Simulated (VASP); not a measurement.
# CsRe2: single point with PBE

The system is CsRe2.

```
Cs Re
1.0
     0.00000    3.11982    3.11982
     3.11982    0.00000    3.11982
     3.11982    3.11982    0.00000
Cs Re
1 2
Direct
  0.00000 0.00000 0.00000
  0.25000 0.25000 0.25000
  0.75000 0.75000 0.75000
```

```
Program             : VASP 6.6.1
Task                : single point
Functional          : PBE
Potentials or basis : VASP PAW PBE potentials, release 64 (Cs_sv, Re)
Cutoff              : 520 eV
k mesh              : 4 × 4 × 4
Occupations         : gaussian, width 0.1 eV
Spin                : no spin polarisation
```

```yaml
Pressure: 5.5 GPa
Band_gap_on_the_k_mesh: zero (an odd number of electrons rules out a gap without spin polarisation)
```

Levels at points of the mesh, in eV from the Fermi level:
```csv
k point,band 9,band 10,band 11,band 12,band 13,band 14
"(0.00, 0.00, 0.00)",-0.02,-0.02,0.66,0.66,0.66,2.36
"(0.50, 0.00, 0.00)",-1.73,-1.73,-1.29,-1.29,0.12,1.80
"(0.50, 0.50, 0.00)",-1.46,-0.43,-0.43,0.09,0.79,2.20
```

Wall time 7.9 s on 1 thread of Intel(R) Xeon(R) 6975P-C (Granite Rapids) (shared host), peak memory 0.19 GiB.

Caveat: the k points lie up to 0.44 Å⁻¹ apart, too coarse for converged energies and pressures of a metal; spin-orbit coupling is left out, which moves the levels of the heavy elements.
